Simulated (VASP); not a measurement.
# H18CO9 in VASP: further runs

H18CO9 is run at these levels: PBE+D3(BJ); tasks: single point.

All numbers are computed with VASP 6.6.1; they aren't measurements. Logs are shortened: lines on timing, memory, paths and dates and some standing lists are left out, and cuts for length are marked.

## Step 1: The cell of the first run

The cell holds a disordered packing, 28 atoms: a = 6.470 Å, b = 6.470 Å, c = 6.470 Å, α = 90.00°, β = 90.00°, γ = 90.00°.

## Step 2: Single point, PBE+D3(BJ)

INCAR reads:

```
  PREC = Accurate
  ENCUT = 520
  EDIFF = 1E-6
  ISMEAR = -1
  SIGMA = 0.05
  LREAL = F
  LASPH = T
  NELM = 120
  ALGO = Normal
  ISIF = 2
  LWAVE = F
  LCHARG = F
  GGA = PE
  IVDW = 12
  NBANDS = 58
  GGA_COMPAT = F
```

KPOINTS reads:

```
regular mesh
0
Gamma
  1 1 1
```

POSCAR reads:

```
H18CO9
1.0
    6.4704780000      0.0000000000      0.0000000000
    0.0000000000      6.4704780000      0.0000000000
    0.0000000000      0.0000000000      6.4704780000
O H C
9 18 1
Direct
    0.7515982590      0.8217940004      0.4513267799
    1.0317630320      0.0544936556      0.5877772863
    0.6104804004      0.1986715665      0.1934169315
    0.1249830383      0.3441940456      0.2586053148
    0.4151161630     -0.0330578359      0.6886508230
    0.4489158297      0.5834344851      0.8587155385
    0.1135619347      1.0063398716      1.0703382347
    0.3830474348      0.7205340935      0.2636126728
   -0.0715094001      0.4198607893      0.8927624822
    0.7494191310      0.6733660172      0.4662097607
    0.5997393083      0.8714812105      0.4460257805
    1.1257128144      0.1353377602      0.4859610063
    0.9074290957     -0.0295650491      0.5605459133
    0.6793470281      0.0674602402      0.2223637883
    0.4815563858      0.1383669027      0.1893059524
    0.2017161638      0.4167234631      0.3492941325
    0.1094664104      0.4372474491      0.1253848634
    0.2450050831     -0.0541227402      0.6987737227
    0.4727780544     -0.0073564890      0.8230922043
    0.4379738251      0.7052647424      0.7695258372
    0.5727088478      0.5437774458      0.9120037190
    0.1783484930      1.1570397117      1.0168955060
    0.0197357908      0.9522634958      0.9704847153
    0.2994369195      0.8518845130      0.2019788955
    0.3972967685      0.6488237809      0.1181829225
   -0.0604283022      0.4419611658      0.5765107307
    0.2172637014      0.4562877735      0.7506555157
    0.0118692931      0.4593632804      0.7263141919
```

Potentials or basis: VASP PAW PBE potentials, release 64 (O, H, C).

Command:

```bash
> cat potpaw_PBE.64/O/POTCAR potpaw_PBE.64/H/POTCAR potpaw_PBE.64/C/POTCAR > POTCAR
> mpirun -np 1 vasp_gam > vasp.out
```

OUTCAR:

```text
PREC = Accurate
   ENCUT = 520
   EDIFF = 1E-6
   ISMEAR = -1
   LREAL = F
   LASPH = T
   NELM = 120
   ISIF = 2
   GGA = PE
   IVDW = 12
 IVDW          = 12

 ion  position               nearest neighbor table
   1  0.752  0.822  0.451-  10 0.97  11 1.03
   2  0.032  0.054  0.588-  13 0.99  12 1.04
   3  0.610  0.199  0.193-  15 0.92  14 0.98
   4  0.125  0.344  0.259-  16 0.90  17 1.06
   5  0.415  0.967  0.689-  19 0.96  18 1.11
   6  0.449  0.583  0.859-  21 0.91  20 0.98
   7  0.114  0.006  0.070-  23 0.95  22 1.12
   8  0.383  0.721  0.264-  25 1.05  24 1.08
   9  0.928  0.420  0.893-  28 1.23
  10  0.749  0.673  0.466-   1 0.97
  11  0.600  0.871  0.446-   1 1.03
  12  0.126  0.135  0.486-   2 1.04
  13  0.907  0.970  0.561-   2 0.99
  14  0.679  0.067  0.222-   3 0.98
[... 11 lines left out ...]
  26  0.940  0.442  0.577-  28 1.08
  27  0.217  0.456  0.751-  28 1.34
  28  0.012  0.459  0.726-  26 1.08   9 1.23  27 1.34

  LATTYP: Found a simple cubic cell.
 ALAT       =     6.4704780000

  Lattice vectors:

 A1 = (   6.4704780000,   0.0000000000,   0.0000000000)
 A2 = (   0.0000000000,   6.4704780000,   0.0000000000)
 A3 = (   0.0000000000,   0.0000000000,   6.4704780000)

Analysis of symmetry for initial positions (statically):
=====================================================================
 Subroutine PRICEL returns:
 Original cell was already a primitive cell.

 Routine SETGRP: Setting up the symmetry group for a
 simple cubic supercell.

 Subroutine GETGRP returns: Found  1 space group operations
 (whereof  1 operations were pure point group operations)
 out of a pool of 48 trial point group operations.

The static configuration has the point symmetry C_1 .

Analysis of symmetry for dynamics (positions and initial velocities):
=====================================================================
 Subroutine PRICEL returns:
 Original cell was already a primitive cell.

 Routine SETGRP: Setting up the symmetry group for a
 simple cubic supercell.

 Subroutine GETGRP returns: Found  1 space group operations
 (whereof  1 operations were pure point group operations)
 out of a pool of 48 trial point group operations.

The dynamic configuration has the point symmetry C_1 .

 Subroutine INISYM returns: Found  1 space group operations
 (whereof  1 operations are pure point group operations),
 and found     1 'primitive' translations

----------------------------------------------------------------------------------------

                                     Primitive cell

  volume of cell :     270.9001

  direct lattice vectors                    reciprocal lattice vectors
     6.470478000  0.000000000  0.000000000     0.154548087  0.000000000  0.000000000
     0.000000000  6.470478000  0.000000000     0.000000000  0.154548087  0.000000000
     0.000000000  0.000000000  6.470478000     0.000000000  0.000000000  0.154548087

  length of vectors
     6.470478000  6.470478000  6.470478000     0.154548087  0.154548087  0.154548087

  position of ions in fractional coordinates (direct lattice)
     0.751598259  0.821794000  0.451326780
     0.031763032  0.054493656  0.587777286
     0.610480400  0.198671567  0.193416932
     0.124983038  0.344194046  0.258605315
     0.415116163  0.966942164  0.688650823
     0.448915830  0.583434485  0.858715539
[... 20 lines left out ...]
     0.217263701  0.456287774  0.750655516
     0.011869293  0.459363280  0.726314192

  ion indices of the primitive-cell ions
   primitive index   ion index
                 1           1
                 2           2
                 3           3
                 4           4
                 5           5
                 6           6
[... 20 lines left out ...]
                27          27
                28          28

----------------------------------------------------------------------------------------

 KPOINTS: regular mesh

Automatic generation of k-mesh.
 Grid dimensions read from file:
 generate k-points for:    1    1    1

 Generating k-lattice:

  Cartesian coordinates                     Fractional coordinates (reciprocal lattice)
     0.154548087  0.000000000  0.000000000     1.000000000  0.000000000  0.000000000
     0.000000000  0.154548087  0.000000000     0.000000000  1.000000000  0.000000000
     0.000000000  0.000000000  0.154548087     0.000000000  0.000000000  1.000000000

  Length of vectors
     0.154548087  0.154548087  0.154548087

  Shift w.r.t. Gamma in fractional coordinates (k-lattice)
     0.000000000  0.000000000  0.000000000

 Subroutine IBZKPT returns following result:
 ===========================================

 Found      1 irreducible k-points:

 Following reciprocal coordinates:
            Coordinates               Weight
  0.000000  0.000000  0.000000      1.000000
   k-points           NKPTS =      1   k-points in BZ     NKDIM =      1   number of bands    NBANDS=     58
   number of dos      NEDOS =    301   number of ions     NIONS =     28
   total plane-waves  NPLWV = 110592
   dimension x,y,z NGX =    48 NGY =   48 NGZ =   48
   dimension x,y,z NGXF=    96 NGYF=   96 NGZF=   96
   ions per type =               9  18   1
   NGX,Y,Z   is equivalent  to a cutoff of  12.33, 12.33, 12.33 a.u.
   NGXF,Y,Z  is equivalent  to a cutoff of  24.67, 24.67, 24.67 a.u.
 SYSTEM =  unknown system
   PREC   = accura    normal or accurate (medium, high low for compatibility)
   ISTART =      0    job   : 0-new  1-cont  2-samecut
   ICHARG =      2    charge: 1-file 2-atom 10-const
   ISPIN  =      1    spin polarized calculation?
   LNONCOLLINEAR =      F non collinear calculations
   LSORBIT =      F    spin-orbit coupling
   LASPH  =      T    aspherical Exc in radial PAW
   ENCUT  =  520.0 eV  38.22 Ry    6.18 a.u.  12.03 12.03 12.03*2*pi/ulx,y,z
   NELM   =    120;   NELMIN=  2; NELMDL= -5     # of ELM steps
   EDIFF  = 0.1E-05   stopping-criterion for ELM
   LREAL  =      F    real-space projection
   EDIFFG = 0.1E-04   stopping-criterion for IOM
   NSW    =      0    number of steps for IOM
   IBRION =     -1    ionic relax: 0-MD 1-quasi-New 2-CG
   NFREE  =      0    steps in history (QN), initial steepest desc. (CG)
   ISIF   =      2    stress and relaxation
   ISYM   =      2    0-nonsym 1-usesym 2-fastsym
   POTIM  = 0.5000    time-step for ionic-motion
   TEBEG  =    0.0;   TEEND  =   0.0 temperature during run
   PSTRESS=    0.0 pullay stress
   NELECT =      76.0000    total number of electrons
   NUPDOWN=      -1.0000    fix difference up-down
   EMIN   =  10.00;   EMAX   =-10.00  energy-range for DOS
   EFERMI =   0.00;   METHOD = LEGACY
   ISMEAR =    -1;   SIGMA  =   0.05  broadening in eV -4-tet -1-fermi 0-gaus
   EFERMI_NEDOS =   21; number of points for ismear=-14 and -15
   IALGO  =     38    algorithm
   IMIX   =      4    mixing-type and parameters
     AMIX     =   0.40;   BMIX     =  1.00
     AMIX_MAG =   1.60;   BMIX_MAG =  1.00
  volume/ion in A,a.u.               =       9.68        65.29
  Fermi-wavevector in a.u.,A,eV,Ry     =   1.071708  2.025234 15.627071  1.148557
  Thomas-Fermi vector in A             =   2.207456
   LORBIT       =      0    0 simple, 1 ext, 2 COOP (PROOUT), +10 PAW based schemes
   GGA     = PE    functional components
   LHFCALC =     F    Hartree Fock is set to
   AEXX    =    0.0000 exact exchange contribution
   IVDW    =    12    specifies the selected vdW correction
   LEPSILON=     F    determine dielectric tensor
   LRPA    =     F    only Hartree local field effects (RPA)
 non-spin polarized calculation
  energy-cutoff  :      520.00
  volume of cell :      270.90
 maximum number of plane-waves:      3577
   NGX = 25   NGY = 25   NGZ = 25

 number of electron      75.9999978 magnetization

 Free energy of the ion-electron system (eV)
  ---------------------------------------------------
  ext. energy  EPLUGINS =         0.00000000
  ---------------------------------------------------
  free energy    TOTEN  =      -134.77933292 eV

  energy without entropy =     -134.77933292  energy(sigma->0) =     -134.77933292

 E-fermi :  -1.3720     XC(G=0):  -7.1363

 val. band max:       -2.6096176271   @ k =   0.0000   0.0000   0.0000
 cond. band min:       0.6382621106   @ k =   0.0000   0.0000   0.0000
 fundamental gap:      3.2478797377
 Fermi energy:        -1.3719902932

 k-point     1 :       0.0000    0.0000    0.0000
  band No.  band energies     occupation
      1     -23.2450      2.00000
      2     -22.4668      2.00000
      3     -22.1502      2.00000
      4     -21.9182      2.00000
      5     -21.8698      2.00000
      6     -21.4440      2.00000
[... 42 lines left out ...]
     49       6.5675      0.00000
     50       6.6636      0.00000
 [bands above 50 left out]

------------------------ aborting loop because EDIFF is reached ----------------------------------------

 Edisp (eV)   -1.07759

 E8    (eV) :    -0.2266

  FORCE on cell =-STRESS in cart. coord.  units (eV):
  Direction    XX          YY          ZZ          XY          YZ          ZX
  --------------------------------------------------------------------------------------
  -------------------------------------------------------------------------------------
  Total      -0.72746    -4.09962    -0.16389     1.23259     7.01239     3.46519
  in kB      -4.30241   -24.24626    -0.96930     7.28985    41.47319    20.49409
  external pressure =       -9.84 kB  Pullay stress =        0.00 kB

 VOLUME and BASIS-vectors are now :
 -----------------------------------------------------------------------------
  energy-cutoff  :      520.00
  volume of cell :      270.90
      direct lattice vectors                 reciprocal lattice vectors
     6.470478000  0.000000000  0.000000000     0.154548087  0.000000000  0.000000000
     0.000000000  6.470478000  0.000000000     0.000000000  0.154548087  0.000000000
     0.000000000  0.000000000  6.470478000     0.000000000  0.000000000  0.154548087

 POSITION                                       TOTAL-FORCE (eV/Angst)
 -----------------------------------------------------------------------------------
      4.86320      5.31740      2.92030        -1.541925      1.163688     -0.024873
      0.20552      0.35260      3.80320         2.988009      1.621220      1.028127
      3.95010      1.28550      1.25150         2.348838      0.181728      0.013974
      0.80870      2.22710      1.67330        -2.490478     -0.772927     -4.382646
      2.68600      6.25658      4.45590        -2.717864     -1.086688     -0.568804
      2.90470      3.77510      5.55630        -4.183319     -0.079262     -0.591394
[... 20 lines left out ...]
      1.40580      2.95240      4.85710        -3.115239      0.674776     -1.260121
      0.07680      2.97230      4.69960         4.273997     -1.953728      2.310784
 -----------------------------------------------------------------------------------
    total drift:                               -0.000699     -0.000445      0.000148

  FREE ENERGIE OF THE ION-ELECTRON SYSTEM (eV)
  ---------------------------------------------------
  free  energy   TOTEN  =      -135.8569181257 eV

  energy  without entropy=     -135.8569181256  energy(sigma->0) =     -135.85691813
```

Run time: 48 s. Hardware: 1 thread of Intel Xeon 8259CL, shared host; peak memory 0.31 GiB.

Results:

```yaml
Free_energy: -135.8569 eV
Pressure: -1.0 GPa
Largest_force: 5.237 eV/Å
Dispersion_energy_per_atom: -0.038 eV
```

Forces on the atoms (eV/Å):
```
O   -1.542  1.164 -0.025
O    2.988  1.621  1.028
O    2.349  0.182  0.014
O   -2.490 -0.773 -4.383
O   -2.718 -1.087 -0.569
O   -4.183 -0.079 -0.591
O    2.620  3.042 -0.376
O   -1.456  1.617 -3.161
O   -0.792  1.166 -0.529
H   -0.336 -0.238 -0.186
H    1.665 -1.240  0.335
H   -2.551 -1.853  0.653
H   -0.119 -0.086 -1.694
H    1.218  0.294  0.060
H   -3.530 -0.426 -0.103
H    2.859  3.043  2.621
H   -0.240 -1.476  2.241
H    2.595  1.150 -0.381
H   -0.042  0.392  0.620
H    0.849  0.537 -0.150
H    4.072 -0.892  0.852
H   -2.189 -3.782  1.241
H   -0.440  0.005 -1.012
H    0.801 -2.250  1.228
H    0.056  0.842  1.945
H   -0.603  0.406 -0.728
H   -3.115  0.675 -1.260
C    4.274 -1.954  2.311
```

Stress tensor (GPa, compression positive):
```
-0.43  0.73  2.05
 0.73 -2.42  4.15
 2.05  4.15 -0.10
```

Levels at points of the mesh, in eV from the Fermi level:
```
           k point  band 34  band 35  band 36  band 37  band 38  band 39  band 40  band 41  band 42  band 43
(0.00, 0.00, 0.00)    -2.32    -2.19    -2.15    -1.61    -1.24     2.01     2.64     5.42     5.53     5.96
```

Caveat: the k points lie up to 0.97 Å⁻¹ apart.

## Step 3: Single point, PBE+D3(BJ)

INCAR reads:

```
  PREC = Accurate
  ENCUT = 520
  EDIFF = 1E-6
  ISMEAR = -1
  SIGMA = 0.05
  LREAL = False
  LASPH = True
  NELM = 120
  ALGO = Normal
  ISIF = 2
  LWAVE = False
  LCHARG = False
  GGA = PE
  IVDW = 12
  NBANDS = 58
  GGA_COMPAT = False
```

KPOINTS is that of step 2.

POSCAR reads:

```
H18CO9
1.0
    6.4704780000      0.0000000000      0.0000000000
    0.0000000000      6.4704780000      0.0000000000
    0.0000000000      0.0000000000      6.4704780000
O H C
9 18 1
Direct
    0.7615357011      0.8164157269      0.4415593407
    1.0768447092     -0.0119929316      0.5130841956
    0.6418072977      0.2168000571      0.2517897441
    0.0946297940      0.4401220435      0.3003178436
    0.4642160904     -0.0994980587      0.6900881202
    0.5707460871      0.5639923357      0.9385087160
    0.1834022154      1.0290429857      1.0072207957
    0.3413812704      0.7381062110      0.2538606885
   -0.1176729138      0.3160972033      0.7642866570
    0.7148158142      0.7054502001      0.3561715224
    0.6164459565      0.8554082094      0.4993294158
    1.0891931013      0.1398041999      0.4967484628
    0.9814576296     -0.0658993045      0.4338010268
    0.6200160174      0.0838577923      0.2043280265
    0.5263444215      0.2756365140      0.3369302855
    0.1357241304      0.5248298503      0.1988106597
    0.0339696696      0.3066543152      0.2180673514
    0.3156490139     -0.1072409179      0.6060603251
    0.4847400764     -0.0300750578      0.8303405096
    0.5281526342      0.6164614114      0.7972363093
    0.6860389603      0.4476330806      0.8750512713
    0.0768567639      1.1215245612      0.9685837739
    0.1732947705      0.8789304283      1.0178846138
    0.3432049379      0.8911088176      0.2519906566
    0.4657924809      0.6977846150      0.1668346604
    0.0115911066      0.5995538506      0.7000410171
    0.2091499268      0.4140034167      0.7349534300
    0.0393788527      0.4475558065      0.7352007070
```

Potentials or basis: VASP PAW PBE potentials, release 64 (O, H, C).

Command:

```bash
> cat potpaw_PBE.64/O/POTCAR potpaw_PBE.64/H/POTCAR potpaw_PBE.64/C/POTCAR > POTCAR
> mpirun -np 1 vasp_gam > vasp.out
```

Run time: 55 s. Hardware: 1 thread of Intel Xeon 8259CL, shared host; peak memory 0.31 GiB.

It converged, with:

- Free energy: -135.6423 eV
- Pressure: -1.0 GPa
- Largest force: 9.305 eV/Å
- Dispersion energy per atom: -0.038 eV

Forces in eV/Å, atoms in the order of the input:
```
O   -2.345 -0.171 -0.026
O    7.011  4.087  4.553
O    0.171  3.625  1.371
O   -3.164 -6.712  1.867
O   -1.555 -0.208 -0.704
O    1.954 -2.309 -2.914
O    2.438  0.050  0.983
O    1.448  0.587 -0.789
O    4.665  3.421 -0.132
H    0.412 -1.086 -0.775
H    1.917  0.271  0.561
H   -0.338 -1.181 -0.084
H   -5.382 -2.594 -3.976
H   -0.867 -2.387 -0.327
H    0.867 -1.147 -1.101
H    1.888  3.388 -3.344
H    1.094  2.900  2.010
H    1.804  1.154  2.407
H   -1.387 -0.624 -2.186
H    0.169  0.400  1.437
H   -2.066  2.137  1.627
H   -1.563 -0.417 -0.888
H   -1.108  0.523 -0.262
H   -0.281 -0.554  0.124
H   -1.073 -0.092  0.195
H   -1.087  2.861 -0.521
H   -0.525 -0.910  0.282
C   -3.098 -5.010  0.611
```

Stress tensor (GPa, compression positive):
```
-3.13  0.36  1.02
 0.36  0.66 -2.12
 1.02 -2.12 -0.46
```

Levels at points of the mesh, in eV from the Fermi level:
```tsv
k point	band 36	band 37	band 38	band 39	band 40	band 41
(0.00, 0.00, 0.00)	-1.47	-1.33	-1.23	1.32	3.00	5.55
```

Caveat: the k points lie up to 0.97 Å⁻¹ apart.
